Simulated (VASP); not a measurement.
# Be3ZnSe4 (Pmm2) in VASP: notebook, part 2 of 2

VASP 6.6.1. Earlier steps stand in the parts before.

### 3 Relaxation of cell and atoms, PBE

This run uses another cell than the first one, of 18.68 Å³/atom.

File INCAR:

```
SYSTEM = Be3ZnSe4
PREC = Accurate
ENCUT = 600
EDIFF = 1E-6
ISMEAR = 0
SIGMA = 0.1
LREAL = .FALSE.
LASPH = .TRUE.
NELM = 60
ALGO = Normal
ISIF = 3
LWAVE = .FALSE.
LCHARG = .FALSE.
GGA = PE
IBRION = 2
NSW = 90
EDIFFG = -0.04
```

File KPOINTS:

```
regular mesh
0
G
  4 2 4
  0 0 0
```

File POSCAR:

```
Be3ZnSe4
1.0
    3.7521981900      0.0000000000      0.0000000000
    0.0000000000      7.5043963900      0.0000000000
    0.0000000000      0.0000000000      5.3064095700
Be Zn Se
3 1 4
Direct
    0.0000000000      0.5000000000      0.0000000000
    0.5000000000      0.7500000000      0.5000000000
    0.5000000000      0.2500000000      0.5000000000
    0.0000000000      0.0000000000      0.0000000000
    0.0000000000      0.2500000000      0.2500000000
    0.0000000000      0.7500000000      0.2500000000
    0.5000000000      0.0000000000      0.7500000000
    0.5000000000      0.5000000000      0.7500000000
```

Potentials or basis: VASP PAW PBE potentials, release 64 (Be, Zn, Se).

Started as:

```
$ cat potpaw_PBE.64/Be/POTCAR potpaw_PBE.64/Zn/POTCAR potpaw_PBE.64/Se/POTCAR > POTCAR
$ mpirun -np 1 vasp_std > vasp.out
```

OUTCAR:

```text
SYSTEM = Be3ZnSe4
   PREC = Accurate
   ENCUT = 600
   EDIFF = 1E-6
   ISMEAR = 0
   LREAL = .FALSE.
   LASPH = .TRUE.
   NELM = 60
   ISIF = 3
   GGA = PE
   IBRION = 2
   NSW = 90
   EDIFFG = -0.04

 ion  position               nearest neighbor table
   1  0.000  0.500  0.000-   8 2.30   8 2.30   5 2.30   6 2.30
   2  0.500  0.750  0.500-   6 2.30   6 2.30   8 2.30   7 2.30
   3  0.500  0.250  0.500-   5 2.30   5 2.30   8 2.30   7 2.30
   4  0.000  0.000  0.000-   7 2.30   7 2.30   5 2.30   6 2.30
   5  0.000  0.250  0.250-   3 2.30   3 2.30   4 2.30   1 2.30
   6  0.000  0.750  0.250-   2 2.30   2 2.30   4 2.30   1 2.30
   7  0.500  0.000  0.750-   4 2.30   4 2.30   2 2.30   3 2.30
   8  0.500  0.500  0.750-   1 2.30   1 2.30   3 2.30   2 2.30

  LATTYP: Found a simple orthorhombic cell.
 ALAT       =     3.7521981900
 B/A-ratio  =     1.4142135626
 C/A-ratio  =     2.0000000027

  Lattice vectors:

[... 308 lines left out ...]

[... ionic steps 4 to 7 ...]

--------------------------------------- Ionic step        8  -------------------------------------------

 number of electron      42.0000005 magnetization

------------------------ aborting loop because EDIFF is reached ----------------------------------------
[... 79 lines left out ...]
--------------------------------------- Ionic step       10  -------------------------------------------

 number of electron      42.0000012 magnetization

 Free energy of the ion-electron system (eV)
  ---------------------------------------------------
  ext. energy  EPLUGINS =         0.00000000
  ---------------------------------------------------
  free energy    TOTEN  =       -32.36070010 eV

  energy without entropy =      -32.36070010  energy(sigma->0) =      -32.36070010

 E-fermi :   3.2559     XC(G=0):  -9.3225

 val. band max:        2.7819210114   @ k =   0.0000   0.0000   0.0000
 cond. band min:       5.2795914315   @ k =   0.0000   0.0000   0.0000
 fundamental gap:      2.4976704200
 Fermi energy:         3.2558862875

 k-point     1 :       0.0000    0.0000    0.0000
  band No.  band energies     occupation
      1     -10.8521      2.00000
      2      -9.7593      2.00000
      3      -9.7518      2.00000
      4      -9.2977      2.00000
      5      -3.6376      2.00000
      6      -3.6245      2.00000
[... 546 lines left out ...]
  FREE ENERGIE OF THE ION-ELECTRON SYSTEM (eV)
  ---------------------------------------------------
  free  energy   TOTEN  =       -32.3607001008 eV

  energy  without entropy=      -32.3607001008  energy(sigma->0) =      -32.36070010

 reached required accuracy - stopping structural energy minimisation
```

CONTCAR:

```text
Be3ZnSe4
   1.00000000000000
     3.7620454303978144    0.0000000000000000    0.0000000000000000
     0.0000000000000000    7.5610636347204210    0.0000000000000000
     0.0000000000000000    0.0000000000000000    5.3009865618914951
  Be              Zn              Se
     3     1     4
Direct
     1.0000000000000000    0.5000000000000000    0.0020248781446692
     0.5000000000000000    0.7405266529139276    0.5002508587053704
     0.5000000000000000    0.2594733470860724    0.5002508587053704
     1.0000000000000000    0.0000000000000000    0.0021775699491597
     0.0000000000000000    0.2673676810568335    0.2628385654170665
     0.0000000000000000    0.7326323189431665    0.2628385654170665
     0.5000000000000000    0.0000000000000000    0.7102952048763929
     0.5000000000000000    0.5000000000000000    0.7593234987849043

  0.00000000E+00  0.00000000E+00  0.00000000E+00
  0.00000000E+00  0.00000000E+00  0.00000000E+00
  0.00000000E+00  0.00000000E+00  0.00000000E+00
  0.00000000E+00  0.00000000E+00  0.00000000E+00
  0.00000000E+00  0.00000000E+00  0.00000000E+00
  0.00000000E+00  0.00000000E+00  0.00000000E+00
  0.00000000E+00  0.00000000E+00  0.00000000E+00
  0.00000000E+00  0.00000000E+00  0.00000000E+00
```

It took 13 min on 1 thread of Intel Xeon 8259CL, shared host; peak memory 0.33 GiB.

What came out:

| Property | Result |
| --- | --- |
| Free energy | -32.3607 eV |
| Relaxed volume | 18.85 Å³/atom |
| Relaxed cell | a = 3.762 Å, b = 7.561 Å, c = 5.301 Å, α = 90.00°, β = 90.00°, γ = 90.00° |
| Space group after relaxing (to 0.1 Å) | Pmm2 (No. 25) |
| Energy gained by relaxing | 63.2 meV/atom |
| Ionic steps | 10 |
| Pressure after relaxing | 0.1 GPa |
| Largest force after relaxing | 0.029 eV/Å |
| Band gap on the k mesh | 2.50 eV |

Forces on the atoms (eV/Å):
```
Be   0.000  0.000  0.013
Be   0.000 -0.001 -0.005
Be   0.000  0.001 -0.005
Zn   0.000  0.000 -0.021
Se   0.000 -0.024  0.011
Se   0.000  0.024  0.011
Se   0.000  0.000 -0.029
Se   0.000  0.000  0.025
```

Step by step:
| step | energy change (eV) | largest force (eV/Å) | pressure (GPa) | volume (Å³) |
| --- | --- | --- | --- | --- |
| 1 | 0.0000 | 2.2850 | 2.25 | 149.42 |
| 2 | -0.3937 | 0.8154 | -1.47 | 155.17 |
| 3 | -0.4090 | 0.4946 | -2.21 | 156.67 |
| 4 | -0.4806 | 0.3136 | -0.10 | 151.31 |
| 5 | -0.4829 | 0.3152 | 0.39 | 150.22 |
| 6 | -0.4969 | 0.1914 | 0.21 | 150.48 |
| 7 | -0.5032 | 0.1130 | 0.02 | 150.79 |
| 8 | -0.5050 | 0.0666 | -0.02 | 150.90 |
| 9 | -0.5051 | 0.0509 | -0.05 | 150.94 |
| 10 | -0.5056 | 0.0287 | 0.06 | 150.79 |

Final structure:
```yaml
crystal:
  lattice:
    - [3.76205, 0.00000, 0.00000]
    - [0.00000, 7.56106, 0.00000]
    - [0.00000, 0.00000, 5.30099]
  atoms:
    - { symbol: Be, position: [0.00000, 0.50000, 0.00202] }
    - { symbol: Be, position: [0.50000, 0.74053, 0.50025] }
    - { symbol: Be, position: [0.50000, 0.25947, 0.50025] }
    - { symbol: Zn, position: [0.00000, 0.00000, 0.00218] }
    - { symbol: Se, position: [0.00000, 0.26737, 0.26284] }
    - { symbol: Se, position: [0.00000, 0.73263, 0.26284] }
    - { symbol: Se, position: [0.50000, 0.00000, 0.71030] }
    - { symbol: Se, position: [0.50000, 0.50000, 0.75932] }
```

A k mesh can miss the band edges.

### 4 Relaxation of cell and atoms, PBE

File INCAR:

```
SYSTEM = Be3ZnSe4
PREC = Accurate ; ENCUT = 600
EDIFF = 1E-6 ; ISMEAR = 0
SIGMA = 0.02 ; LREAL = .FALSE.
LASPH = .TRUE. ; NELM = 100
ALGO = Normal ; ISIF = 3
LWAVE = .FALSE. ; LCHARG = .FALSE.
GGA = PE ; IBRION = 2
NSW = 100 ; EDIFFG = -0.01
```

File KPOINTS:

```
regular mesh
0
G
  6 4 4
  0 0 0
```

File POSCAR:

```
Be3ZnSe4
1.0
    3.7594419736      0.0000000000      0.0000000000
    0.0000000000      7.5514809097      0.0000000000
    0.0000000000      0.0000000000      5.3000301124
Be Zn Se
3 1 4
Direct
    0.0000000000      0.5000000000      0.0036988186
    0.5000000000      0.7399798922      0.5002084059
    0.5000000000      0.2600201078      0.5002084059
    0.0000000000      0.0000000000      0.0002223770
    0.0000000000      0.2666135920      0.2629084029
    0.0000000000      0.7333864080      0.2629084029
    0.5000000000      0.0000000000      0.7093643871
    0.5000000000      0.5000000000      0.7604807996
```

Started as:

```
$ cat potpaw_PBE.64/Be/POTCAR potpaw_PBE.64/Zn/POTCAR potpaw_PBE.64/Se/POTCAR > POTCAR
$ mpirun -np 1 vasp_std > vasp.out
```

It took 12 min on 1 thread of Intel Xeon 8259CL, shared host; peak memory 0.39 GiB.

It converged, with:

```
Free energy                           : -32.4398 eV
Relaxed volume                        : 18.82 Å³/atom
Relaxed cell                          : a = 3.751 Å, b = 7.529 Å, c = 5.332 Å, α = 90.00°, β = 90.00°, γ = 90.00°
Space group after relaxing (to 0.1 Å) : Pmm2 (No. 25)
Energy gained by relaxing             : 0.2 meV/atom
Ionic steps                           : 5
Pressure after relaxing               : 0.0 GPa
Largest force after relaxing          : 0.009 eV/Å
Band gap on the k mesh                : 2.52 eV
```

Forces on the atoms (eV/Å):
```
Be   0.000  0.000 -0.006
Be   0.000 -0.002  0.000
Be   0.000  0.002  0.000
Zn   0.000  0.000  0.009
Se   0.000 -0.006 -0.002
Se   0.000  0.006 -0.002
Se   0.000  0.000  0.005
Se   0.000  0.000 -0.005
```

Step by step:
| step | energy change (eV) | largest force (eV/Å) | pressure (GPa) | volume (Å³) |
| --- | --- | --- | --- | --- |
| 1 | 0.0000 | 0.0366 | 0.07 | 150.46 |
| 2 | -0.0010 | 0.0152 | 0.00 | 150.64 |
| 3 | -0.0014 | 0.0165 | -0.11 | 150.87 |
| 4 | -0.0016 | 0.0108 | 0.00 | 150.56 |
| 5 | -0.0016 | 0.0094 | 0.02 | 150.56 |

Final structure:
```
Be Zn Se
1.0
     3.75052    0.00000    0.00000
     0.00000    7.52881    0.00000
     0.00000    0.00000    5.33189
Be Zn Se
3 1 4
Direct
  0.00000 0.50000 0.00320
  0.50000 0.74008 0.50020
  0.50000 0.25992 0.50020
  0.00000 0.00000 0.00045
  0.00000 0.26712 0.26296
  0.00000 0.73288 0.26296
  0.50000 0.00000 0.70954
  0.50000 0.50000 0.76049
```

Levels at points of the mesh, in eV from the valence-band top:
| k point | band 17 | band 18 | band 19 | band 20 | band 21 | band 22 | band 23 | band 24 | band 25 | band 26 |
| --- | --- | --- | --- | --- | --- | --- | --- | --- | --- | --- |
| (0.00, 0.00, 0.00) | -1.44 | -1.00 | -0.24 | -0.12 | 0.00 | 2.52 | 3.00 | 3.85 | 4.52 | 4.61 |
| (0.50, 0.00, 0.00) | -2.66 | -2.40 | -2.37 | -1.49 | -0.89 | 2.58 | 2.64 | 3.23 | 4.23 | 4.49 |
| (0.00, 0.50, 0.00) | -2.03 | -1.35 | -1.12 | -0.60 | -0.02 | 3.32 | 3.83 | 4.28 | 4.28 | 5.02 |
| (0.50, 0.50, 0.00) | -2.61 | -2.55 | -2.33 | -2.27 | -1.89 | 3.74 | 3.86 | 3.97 | 4.14 | 4.36 |
| (0.00, 0.00, 0.50) | -1.47 | -1.40 | -1.11 | -1.03 | -0.51 | 3.14 | 3.40 | 3.78 | 3.98 | 5.02 |
| (0.50, 0.00, 0.50) | -3.12 | -1.42 | -1.14 | -1.11 | -0.83 | 3.17 | 3.69 | 5.43 | 5.70 | 5.77 |
| (0.00, 0.50, 0.50) | -1.61 | -1.61 | -1.45 | -1.02 | -0.58 | 3.96 | 4.00 | 4.37 | 4.40 | 5.27 |
| (0.50, 0.50, 0.50) | -2.73 | -1.86 | -1.81 | -1.77 | -1.75 | 4.42 | 4.90 | 5.06 | 5.29 | 5.30 |

### 5 Overview

```csv
task,cell,k mesh,cutoff (eV),smearing,gap on the mesh (eV),pressure (GPa),relaxed volume (Å³/atom),largest force (eV/Å)
single point,"a = 3.748, b = 7.524, c = 5.327 Å, 8 atoms, atomic positions A",6 × 4 × 4,520,gaussian 0.02 eV,2.52,0.2,-,0.02
relaxation of cell and atoms,"relaxed from a = 3.752, b = 7.504, c = 5.306 Å, 8 atoms, atomic positions B",4 × 2 × 4,600,gaussian 0.1 eV,2.50,0.1,18.85,0.03
relaxation of cell and atoms,"relaxed from a = 3.759, b = 7.551, c = 5.300 Å, 8 atoms, atomic positions A",6 × 4 × 4,600,gaussian 0.02 eV,2.52,0.0,18.82,0.01
```

Alike in all rows: level PBE; potentials or basis VASP PAW PBE potentials, release 64 (Be, Zn, Se); no spin polarisation.

Total energies depend on the potentials used, so only differences within one code and one set of settings carry meaning.
